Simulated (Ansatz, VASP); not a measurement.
# As: VASP beside Ansatz

File INCAR:

```
PREC = Accurate
ENCUT = 520
EDIFF = 1E-6
ISMEAR = 0
SIGMA = 0.05
LREAL = F
LASPH = T
NELM = 120
ALGO = Normal
ISIF = 2
LWAVE = F
LCHARG = F
LDIPOL = T
IDIPOL = 3
DIPOL = 0.5 0.5 0.369
GGA = PE
IVDW = 12
NBANDS = 38
GGA_COMPAT = F
NELMDL = -8
```

File KPOINTS:

```
Automatic mesh
0
Gamma
  9 9 1
```

POSCAR

```
As
1.0
    3.5713380906      0.0000000000      0.0000000000
   -1.7856690453      3.0928695120      0.0000000000
    0.0000000000      0.0000000000     20.2952802043
As
4
Direct
    0.3333333333      0.6666666667      0.2905917062
    0.6666666667      0.3333333333      0.2217264287
    0.8333333333      0.3333333333      0.5166363853
    0.5000000000      0.6666666667      0.4477711079
```

Input for Ansatz:

```yaml
crystal:
  lattice:
    - [3.5713380906, 0.0, 0.0]
    - [-1.7856690453, 3.092869512, 0.0]
    - [0.0, 0.0, 20.2952802043]
  atoms:
    - { symbol: As, position: [0.3333333333, 0.6666666667, 0.2905917062] }
    - { symbol: As, position: [0.6666666667, 0.3333333333, 0.2217264287] }
    - { symbol: As, position: [0.8333333333, 0.3333333333, 0.5166363853] }
    - { symbol: As, position: [0.5, 0.6666666667, 0.4477711079] }
basis:
  ecutwfc: 420
kpoints:
  mp_grid: { grid: [9, 9, 1] }
hamiltonian:
  xc: pbe
  dispersion: d3bj
scf:
  occupations: { method: gaussian, width: 0.05 }
output:
  forces: true
  eigenvalues: true
efield:
  axis: 3
  dipole_correction: true
  ramp_width: 0.04
```

Alike in both runs: task single point; functional PBE; dispersion D3(BJ); k mesh 9 × 9 × 1; occupations gaussian, width 0.05 eV; no spin polarisation.

```csv
,VASP,Ansatz
version,VASP 6.6.1,Ansatz 0.2.0
potentials or method,"VASP PAW PBE potentials, release 64 (As_d), cutoff 520 eV","scalar-relativistic, plane waves, PAW"
valence electrons in the cell,60,60
```

|  | VASP | Ansatz | Ansatz less VASP |
| --- | --- | --- | --- |
| gap on the k mesh at the Fermi level (eV) | 0.69 | 0.70 | +0.011 |
| least direct gap on the mesh (eV) | 1.25 | 1.26 | +0.011 |
| rms of the force components (eV/Å) | 0.121 | 0.127 | +0.0055 |

Atom by atom the forces differ by 0.015 eV/Å (rms over components).
